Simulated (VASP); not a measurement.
# TaBi (wurtzite type) (P6_3mc) in VASP: relaxation of cell and atoms with PBE

Aim: the relaxation of cell and atoms of TaBi (wurtzite type) with PBE.

All numbers are computed with VASP 6.6.1; they aren't measurements. Logs are shortened: lines on timing, memory, paths and dates and some standing lists are left out, and cuts for length are marked.

## (1) The cell of the first run

The structure is hexagonal, space group P6_3mc (No. 186). Conventional cell: a = 3.488 Å, b = 3.488 Å, c = 5.685 Å, α = 90.00°, β = 90.00°, γ = 120.00°. Ta (site symmetry 3m) has 4 Bi at 2.13 to 2.14 Å within 2.8 Å. Bi (site symmetry 3m) has 4 Ta at 2.13 to 2.14 Å within 2.8 Å.

## (2) Relaxation of cell and atoms, PBE, target pressure 200 GPa, at which the enthalpy is minimised

Contents of INCAR:

```
PREC = Accurate
ENCUT = 600
EDIFF = 1E-6
ISMEAR = -1
SIGMA = 0.1
LREAL = False
LASPH = True
NELM = 100
ALGO = Normal
ISIF = 3
LWAVE = False
LCHARG = False
GGA = PE
IBRION = 2
NSW = 60
EDIFFG = -0.005
PSTRESS = 2000.0
```

Contents of KPOINTS:

```
regular mesh
0
Gamma
  10 10 6
```

Contents of POSCAR:

```
TaBi
1.0
    3.4878425286      0.0000000000      0.0000000000
   -1.7439212643      3.0205602342      0.0000000000
    0.0000000000      0.0000000000      5.6851833216
Ta Bi
2 2
Direct
    0.3333333333      0.6666666667      0.0000000000
    0.6666666667      0.3333333333      0.5000000000
    0.3333333333      0.6666666667      0.3760000000
    0.6666666667      0.3333333333      0.8760000000
```

Potentials or basis: VASP PAW PBE potentials, release 64 (Ta_pv, Bi_d).

Run with:

```console
> cat potpaw_PBE.64/Ta_pv/POTCAR potpaw_PBE.64/Bi_d/POTCAR > POTCAR
> mpirun -np 1 vasp_std > vasp.out
```

OUTCAR:

```text
PREC = Accurate
   ENCUT = 600
   EDIFF = 1E-6
   ISMEAR = -1
   LREAL = False
   LASPH = True
   NELM = 100
   ISIF = 3
   GGA = PE
   IBRION = 2
   NSW = 60
   EDIFFG = -0.005
   PSTRESS = 2000.0

 ion  position               nearest neighbor table
   1  0.333  0.667  0.000-   4 2.13   4 2.13   4 2.13   3 2.14   2 3.48   2 3.48   2 3.48   2 3.48
                             2 3.48   2 3.48   3 3.55
   2  0.667  0.333  0.500-   3 2.13   3 2.13   3 2.13   4 2.14   1 3.48   1 3.48   1 3.48   1 3.48
                             1 3.48   1 3.48   4 3.55
   3  0.333  0.667  0.376-   2 2.13   2 2.13   2 2.13   1 2.14   4 3.48   4 3.48   4 3.48   4 3.48
                             4 3.48   4 3.48   1 3.55
   4  0.667  0.333  0.876-   1 2.13   1 2.13   1 2.13   2 2.14   3 3.48   3 3.48   3 3.48   3 3.48
                             3 3.48   3 3.48   2 3.55

  LATTYP: Found a hexagonal cell.
 ALAT       =     3.4878425286
 C/A-ratio  =     1.6300000000

  Lattice vectors:

 A1 = (   3.4878425286,   0.0000000000,   0.0000000000)
 A2 = (  -1.7439212643,   3.0205602342,   0.0000000000)
 A3 = (   0.0000000000,   0.0000000000,   5.6851833216)

Analysis of symmetry for initial positions (statically):
=====================================================================
 Subroutine PRICEL returns:
 Original cell was already a primitive cell.

 Routine SETGRP: Setting up the symmetry group for a
 hexagonal supercell.

 Subroutine GETGRP returns: Found 12 space group operations
 (whereof  6 operations were pure point group operations)
 out of a pool of 24 trial point group operations.

The static configuration has the point symmetry C_3v.
 The point group associated with its full space group is C_6v.

Analysis of symmetry for dynamics (positions and initial velocities):
=====================================================================
 Subroutine PRICEL returns:
 Original cell was already a primitive cell.

 Routine SETGRP: Setting up the symmetry group for a
 hexagonal supercell.

 Subroutine GETGRP returns: Found 12 space group operations
 (whereof  6 operations were pure point group operations)
 out of a pool of 24 trial point group operations.

The dynamic configuration has the point symmetry C_3v.
 The point group associated with its full space group is C_6v.

 Subroutine INISYM returns: Found 12 space group operations
 (whereof  6 operations are pure point group operations),
 and found     1 'primitive' translations

----------------------------------------------------------------------------------------

                                     Primitive cell

  volume of cell :      59.8948

  direct lattice vectors                    reciprocal lattice vectors
     3.487842529  0.000000000  0.000000000     0.286710192  0.165532206  0.000000000
    -1.743921264  3.020560234  0.000000000     0.000000000  0.331064413  0.000000000
     0.000000000  0.000000000  5.685183322     0.000000000  0.000000000  0.175895823

  length of vectors
     3.487842529  3.487842529  5.685183322     0.331064413  0.331064413  0.175895823

  position of ions in fractional coordinates (direct lattice)
     0.333333333  0.666666667  0.000000000
     0.666666667  0.333333333  0.500000000
     0.333333333  0.666666667  0.376000000
     0.666666667  0.333333333  0.876000000

  ion indices of the primitive-cell ions
   primitive index   ion index
                 1           1
                 2           2
                 3           3
                 4           4

----------------------------------------------------------------------------------------

 KPOINTS: regular mesh

Automatic generation of k-mesh.
 Grid dimensions read from file:
 generate k-points for:   10   10    6

 Generating k-lattice:

  Cartesian coordinates                     Fractional coordinates (reciprocal lattice)
     0.028671019  0.016553221  0.000000000     0.100000000  0.000000000  0.000000000
     0.000000000  0.033106441  0.000000000     0.000000000  0.100000000  0.000000000
     0.000000000  0.000000000  0.029315971     0.000000000  0.000000000  0.166666667

  Length of vectors
     0.033106441  0.033106441  0.029315971

  Shift w.r.t. Gamma in fractional coordinates (k-lattice)
     0.000000000  0.000000000  0.000000000

 Subroutine IBZKPT returns following result:
 ===========================================

 Found     56 irreducible k-points:

 Following reciprocal coordinates:
            Coordinates               Weight
  0.000000  0.000000  0.000000      1.000000
  0.100000  0.000000  0.000000      6.000000
  0.200000  0.000000  0.000000      6.000000
  0.300000  0.000000  0.000000      6.000000
  0.400000  0.000000  0.000000      6.000000
  0.500000  0.000000  0.000000      3.000000
[... 16 lines left out ...]
  0.300000  0.100000  0.166667     24.000000
  0.400000  0.100000  0.166667     24.000000
 [... further k-points ...]
   k-points           NKPTS =     56   k-points in BZ     NKDIM =     56   number of bands    NBANDS=     31
   number of dos      NEDOS =    301   number of ions     NIONS =      4
   total plane-waves  NPLWV =  37632
   dimension x,y,z NGX =    28 NGY =   28 NGZ =   48
   dimension x,y,z NGXF=    56 NGYF=   56 NGZF=   96
   ions per type =               2   2
   NGX,Y,Z   is equivalent  to a cutoff of  13.35, 13.35, 14.04 a.u.
   NGXF,Y,Z  is equivalent  to a cutoff of  26.69, 26.69, 28.07 a.u.
 SYSTEM =  unknown system
   PREC   = accura    normal or accurate (medium, high low for compatibility)
   ISTART =      0    job   : 0-new  1-cont  2-samecut
   ICHARG =      2    charge: 1-file 2-atom 10-const
   ISPIN  =      1    spin polarized calculation?
   LNONCOLLINEAR =      F non collinear calculations
   LSORBIT =      F    spin-orbit coupling
   LASPH  =      T    aspherical Exc in radial PAW
   ENCUT  =  600.0 eV  44.10 Ry    6.64 a.u.   6.97  6.97 11.35*2*pi/ulx,y,z
   NELM   =    100;   NELMIN=  2; NELMDL= -5     # of ELM steps
   EDIFF  = 0.1E-05   stopping-criterion for ELM
   LREAL  =      F    real-space projection
   EDIFFG = -.5E-02   stopping-criterion for IOM
   NSW    =     60    number of steps for IOM
   IBRION =      2    ionic relax: 0-MD 1-quasi-New 2-CG
   NFREE  =      1    steps in history (QN), initial steepest desc. (CG)
   ISIF   =      3    stress and relaxation
   ISYM   =      2    0-nonsym 1-usesym 2-fastsym
   POTIM  = 0.5000    time-step for ionic-motion
   TEBEG  =    0.0;   TEEND  =   0.0 temperature during run
   PSTRESS= 2000.0 pullay stress
   NELECT =      52.0000    total number of electrons
   NUPDOWN=      -1.0000    fix difference up-down
   EMIN   =  10.00;   EMAX   =-10.00  energy-range for DOS
   EFERMI =   0.00;   METHOD = LEGACY
   ISMEAR =    -1;   SIGMA  =   0.10  broadening in eV -4-tet -1-fermi 0-gaus
   EFERMI_NEDOS =   21; number of points for ismear=-14 and -15
   IALGO  =     38    algorithm
   IMIX   =      4    mixing-type and parameters
     AMIX     =   0.40;   BMIX     =  1.00
     AMIX_MAG =   1.60;   BMIX_MAG =  1.00
  volume/ion in A,a.u.               =      14.97       101.05
  Fermi-wavevector in a.u.,A,eV,Ry     =   1.561755  2.951290 33.185694  2.439080
  Thomas-Fermi vector in A             =   2.664774
   LORBIT       =      0    0 simple, 1 ext, 2 COOP (PROOUT), +10 PAW based schemes
   GGA     = PE    functional components
   LHFCALC =     F    Hartree Fock is set to
   AEXX    =    0.0000 exact exchange contribution
   IVDW    =     0    specifies the selected vdW correction
   LEPSILON=     F    determine dielectric tensor
   LRPA    =     F    only Hartree local field effects (RPA)
 conjugate gradient relaxation of ions
 non-spin polarized calculation
  energy-cutoff  :      600.00
  volume of cell :       59.89
 maximum number of plane-waves:      2020
 NGX is ok and might be reduce to    28
   NGX = 13   NGY = 13   NGZ = 23

--------------------------------------- Ionic step        1  -------------------------------------------

 number of electron      51.9999999 magnetization

 Free energy of the ion-electron system (eV)
  ---------------------------------------------------
  ext. energy  EPLUGINS =         0.00000000
  ---------------------------------------------------
  free energy    TOTEN  =         8.99660445 eV

  energy without entropy =        9.09167025  energy(sigma->0) =        9.04413735

------------------------ aborting loop because EDIFF is reached ----------------------------------------

  FORCE on cell =-STRESS in cart. coord.  units (eV):
  Direction    XX          YY          ZZ          XY          YZ          ZX
  --------------------------------------------------------------------------------------
  -------------------------------------------------------------------------------------
  Total      107.8361789    107.8361789    108.5988943      0.0000000     -0.0000000      0.0000000
  in kB     2884.6041902   2884.6041903   2905.0067329      0.0000000     -0.0000000      0.0000000
  external PRESSURE =     891.4050378 kB  Pullay stress =    2000.0000000 kB
[... 25 lines left out ...]
  enthalpy is  TOTEN    =        83.7633119536 eV   P V=       74.7667074990

--------------------------------------- Ionic step        2  -------------------------------------------

 number of electron      51.9999986 magnetization

 E-fermi :   2.8905     XC(G=0):  -8.5106

 val. band max:        2.8898423013   @ k =   0.1000   0.0000   0.3333
 cond. band min:       2.8926218187   @ k =   0.2000   0.1000   0.5000
 fundamental gap:      0.0027795174
 Fermi energy:         2.8905447204

 k-point     1 :       0.0000    0.0000    0.0000
  band No.  band energies     occupation
      1     -32.6354      2.00000
      2     -32.6354      2.00000
      3     -32.6351      2.00000
      4     -32.6351      2.00000
      5     -32.5947      2.00000
      6     -32.5924      2.00000
[... 805 lines left out ...]
     30       3.3106      0.02954
     31       3.7717      0.00030

 [... further k-points ...]

------------------------ aborting loop because EDIFF is reached ----------------------------------------

  FORCE on cell =-STRESS in cart. coord.  units (eV):
  Direction    XX          YY          ZZ          XY          YZ          ZX
  --------------------------------------------------------------------------------------
  -------------------------------------------------------------------------------------
  Total       -8.1231962     -8.1231962     -7.2945013      0.0000000      0.0000000      0.0000000
  in kB      -78.8675179    -78.8675179    -70.8217801      0.0000000      0.0000000      0.0000000
  external PRESSURE =   -2076.1856053 kB  Pullay stress =    2000.0000000 kB
[... 59 lines left out ...]
  FREE ENERGIE OF THE ION-ELECTRON SYSTEM (eV)
  ---------------------------------------------------
  free  energy   TOTEN  =        -7.6976297982 eV

  energy  without entropy=       -7.5692099052  energy(sigma->0) =       -7.63341985

  enthalpy is  TOTEN    =        82.8904287178 eV   P V=       90.5880585161

[... ionic steps 4 to 40 ...]

--------------------------------------- Ionic step       41  -------------------------------------------

 number of electron      51.9999997 magnetization

------------------------ aborting loop because EDIFF is reached ----------------------------------------

  FORCE on cell =-STRESS in cart. coord.  units (eV):
  Direction    XX          YY          ZZ          XY          YZ          ZX
  --------------------------------------------------------------------------------------
  -------------------------------------------------------------------------------------
  Total       68.8814121     68.8814124     68.8043183      0.0000000     -0.0000000     -0.0000000
  in kB     2002.1195234   2002.1195302   1999.8787010      0.0000000     -0.0000000     -0.0000000
  external PRESSURE =       1.3725849 kB  Pullay stress =    2000.0000000 kB
[... 65 lines left out ...]
  enthalpy is  TOTEN    =        56.1035526917 eV   P V=       68.8185497742

--------------------------------------- Ionic step       43  -------------------------------------------

 number of electron      51.9999997 magnetization

 Free energy of the ion-electron system (eV)
  ---------------------------------------------------
  ext. energy  EPLUGINS =         0.00000000
  ---------------------------------------------------
  free energy    TOTEN  =       -12.71890339 eV

  energy without entropy =      -12.63277372  energy(sigma->0) =      -12.67583855

 E-fermi :  15.7177     XC(G=0): -14.4059

 val. band max:       15.7115736450   @ k =   0.3000   0.1000   0.0000
 cond. band min:      15.7199060511   @ k =   0.2000   0.2000   0.3333
 fundamental gap:      0.0083324061
 Fermi energy:        15.7176626705

 k-point     1 :       0.0000    0.0000    0.0000
  band No.  band energies     occupation
      1     -19.1523      2.00000
      2     -18.9884      2.00000
      3     -16.9702      2.00000
      4     -16.9702      2.00000
      5     -16.9609      2.00000
      6     -16.9609      2.00000
[... 805 lines left out ...]
     30      19.3779      0.00000
     31      19.8286      0.00000

 [... further k-points ...]

------------------------ aborting loop because EDIFF is reached ----------------------------------------

  FORCE on cell =-STRESS in cart. coord.  units (eV):
  Direction    XX          YY          ZZ          XY          YZ          ZX
  --------------------------------------------------------------------------------------
  -------------------------------------------------------------------------------------
  Total       68.8280583     68.8280586     68.8192177      0.0000000     -0.0000000     -0.0000000
  in kB     2000.1628176   2000.1628260   1999.9059072      0.0000000     -0.0000000     -0.0000000
  external PRESSURE =       0.0771836 kB  Pullay stress =    2000.0000000 kB
[... 19 lines left out ...]
  FREE ENERGIE OF THE ION-ELECTRON SYSTEM (eV)
  ---------------------------------------------------
  free  energy   TOTEN  =       -12.7189033856 eV

  energy  without entropy=      -12.6327737196  energy(sigma->0) =      -12.67583855

  enthalpy is  TOTEN    =        56.1035521469 eV   P V=       68.8224555325

 reached required accuracy - stopping structural energy minimisation
```

Run time: 38 min. Hardware: 1 thread of Intel Xeon Platinum 8488C (Sapphire Rapids), shared host; peak memory 0.28 GiB.

Results:

```
Free energy                                                : -12.7189 eV
Relaxed volume                                             : 13.78 Å³/atom
Relaxed cell                                               : a = 2.657 Å, b = 2.657 Å, c = 9.019 Å, α = 90.00°, β = 90.00°, γ = 120.00°
Space group after relaxing (to 0.1 Å)                      : P6_3mc (No. 186)
Energy change on relaxing (the run minimises the enthalpy) : -5428.9 meV/atom
Ionic steps                                                : 43
Pressure after relaxing                                    : 200.0 GPa
Band gap on the k mesh                                     : zero (bands 26 and 27 overlap by 2.69 eV)
```

Step by step:
| step | energy change (eV) | largest force (eV/Å) | pressure (GPa) | volume (Å³) |
| --- | --- | --- | --- | --- |
| 1 | 0.0000 | 0.5745 | 289.14 | 59.89 |
| 3 | -16.6942 | 0.5280 | 149.88 | 72.57 |
| 5 | -10.5277 | 0.4951 | 200.07 | 66.88 |
| 7 | -10.6889 | 1.0772 | 198.86 | 66.99 |
| 9 | -11.5391 | 9.0028 | 206.98 | 64.73 |
| 11 | 21.8998 | 25.0471 | 636.20 | 42.42 |
| 13 | -15.0039 | 14.7444 | 258.85 | 52.46 |
| 15 | -14.9965 | 14.7917 | 258.85 | 52.45 |
| 17 | -14.9442 | 14.9975 | 259.29 | 52.40 |
| 19 | -15.0043 | 14.8954 | 258.80 | 52.42 |
| 21 | -15.2715 | 14.4452 | 256.57 | 52.50 |
| 23 | -16.2905 | 12.7140 | 248.05 | 52.84 |
| 25 | -19.6506 | 6.8149 | 218.54 | 54.17 |
| 27 | -22.8641 | 0.6739 | 186.86 | 56.11 |
| 29 | -22.7453 | 0.3637 | 188.30 | 56.00 |
| 31 | -20.6761 | 0.7488 | 212.30 | 54.33 |
| 33 | -21.6840 | 0.2046 | 200.61 | 55.11 |
| 35 | -21.8062 | 0.0361 | 198.78 | 55.21 |
| 37 | -21.7269 | 0.0510 | 199.80 | 55.14 |
| 39 | -21.6995 | 0.0109 | 200.18 | 55.12 |
| 41 | -21.7015 | 0.0125 | 200.14 | 55.12 |
| 43 | -21.7155 | 0.0015 | 200.01 | 55.13 |

Final structure:
```
CELL_PARAMETERS angstrom
2.65688 0.00000 0.00000
-1.32844 2.30093 0.00000
0.00000 0.00000 9.01852
ATOMIC_POSITIONS crystal
Ta 0.33333 0.66667 0.05490
Ta 0.66667 0.33333 0.55490
Bi 0.33333 0.66667 0.32110
Bi 0.66667 0.33333 0.82110
```

Caveat: the cell is relaxed towards a set pressure, so the run minimises the enthalpy, not the energy; a cell axis changed by over 15 % at a fixed basis, so the end point is rough; spin-orbit coupling is left out, which moves the levels of the heavy elements.
